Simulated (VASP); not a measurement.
Set up this calculation in VASP 6.6.1, as the native input.

| Property | Result |
| --- | --- |
| Task | single point |
| Functional | LDA |
| Potentials or basis | VASP PAW LDA potentials, release 64 (Na_pv) |
| Cutoff | 520 eV |
| k mesh | 10 × 10 × 6 |
| Occupations | fermi-dirac, width 0.1 eV |
| Spin | no spin polarisation |
| Dipole correction | no |
| Further INCAR settings | ALGO = Normal; EDIFF = 1e-06; NBANDS = 22 |

The structure of Na lies in POSCAR:

```
Na
1.0
    2.9029107594      0.0000000000      0.0000000000
   -1.4514553797      2.5139944626      0.0000000000
    0.0000000000      0.0000000000      9.3195955434
Na
4
Direct
    0.0000000000      0.0000000000      0.0000000000
    0.0000000000      0.0000000000      0.5000000000
    0.3333333333      0.6666666667      0.2500000000
    0.6666666667      0.3333333333      0.7500000000
```

These files were run (other wordings do the same):

INCAR

```
SYSTEM = Na
PREC = Accurate
ENCUT = 520
EDIFF = 1E-6
ISMEAR = -1
SIGMA = 0.1
LREAL = .FALSE.
LASPH = .TRUE.
NELM = 80
ALGO = Normal
ISIF = 2
LWAVE = .FALSE.
LCHARG = .TRUE.
LELF = .TRUE.
LVHAR = .TRUE.
NBANDS = 22
```

KPOINTS

```
Automatic mesh
0
G
  10 10 6
  0 0 0
```

Potentials or basis: VASP PAW LDA potentials, release 64 (Na_pv).

The run is started by

```bash
$ cat potpaw_LDA.64/Na_pv/POTCAR > POTCAR
$ mpirun -np 1 vasp_std > vasp.out
```

Results of the run:

The pressure is 22.1 GPa and the band gap on the k mesh is zero (band 14 reaches 5.63 eV, above the bottom of band 15 at 0.11 eV).

Wall time 21 s on 1 thread of Intel(R) Xeon(R) 6975P-C (Granite Rapids), on a shared host, peak memory 0.18 GiB.
